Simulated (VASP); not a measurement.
Runs of VASP 6.6.1 on Ru. The structure is that of space group P6_3/mmc (No. 194), or close to it. The cells are those of the table. 

```tsv
cell	gap on the mesh (eV)	pressure (GPa)
a = 2.787, b = 2.787, c = 4.153 Å, angles 90.0, 90.0, 120.0°, 2 atoms	none	-2.6
a = 2.665, b = 2.665, c = 4.346 Å, angles 90.0, 90.0, 120.0°, 2 atoms	none	9.8
a = 2.665, b = 2.665, c = 4.153 Å, angles 90.0, 90.0, 120.0°, 2 atoms	none	(c)
a = 2.746, b = 2.746, c = 4.282 Å, angles 90.0, 90.0, 120.0°, 2 atoms	none	-4.6
a = 2.706, b = 2.706, c = 4.410 Å, angles 90.0, 90.0, 120.0°, 2 atoms	none	(a)
a = 2.746, b = 2.746, c = 4.346 Å, angles 90.0, 90.0, 120.0°, 2 atoms	none	-8.9
a = 2.625, b = 2.625, c = 4.218 Å, angles 90.0, 90.0, 120.0°, 2 atoms	none	34.9
a = 2.706, b = 2.706, c = 4.346 Å, angles 90.0, 90.0, 120.0°, 2 atoms	none	(b)
```

Alike in all rows: task single point; level PBE; potentials or basis VASP PAW PBE potentials, release 64 (Ru_pv); no spin polarisation; k mesh 24 × 24 × 12; cutoff (eV) 500; smearing gaussian 0.15 eV.

Question: Estimate the missing entries.

Answer: (a) -4.7; (b) -0.4; (c) 28.3.

Caveats: the cell stands under pressure (at least some runs); the cell stands under tension (at least some runs).

A k mesh can miss the band edges, and the runs leave out spin-orbit coupling on Ru.

A gap of «none» marks levels without a gap at the run's occupations.
